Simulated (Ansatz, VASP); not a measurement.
BAs in VASP and in Ansatz

```
B As
1.0
     0.00000    2.39187    2.39187
     2.39187    0.00000    2.39187
     2.39187    2.39187    0.00000
B As
1 1
Direct
  0.00000 0.00000 0.00000
  0.25000 0.25000 0.25000
```

Alike in both runs: task single point; functional HSE06; k mesh 6 × 6 × 6; no spin polarisation.

|  | VASP | Ansatz |
| --- | --- | --- |
| version | VASP 6.6.1 | Ansatz 0.2.0 |
| potentials or method | VASP PAW PBE potentials, release 64 (B, As) | plane waves, PAW |
| plane-wave cutoff (eV) | 520 | 420 |
| occupations | gaussian, width 0.01 eV | fixed |
| valence electrons in the cell | 8 | 18 |

|  | VASP | Ansatz | Ansatz less VASP |
| --- | --- | --- | --- |
| gap on the k mesh at the Fermi level (eV) | 1.95 | 1.94 | -0.008 |
| pressure (GPa) | -1.2 | -1.1 | +0.12 |

VASP's potentials hold 8 valence electrons a cell and Ansatz's 18, so a difference there can come from the potentials and not from the codes. Ansatz's warnings: stress exchange threshold loose, stress scf threshold loose.
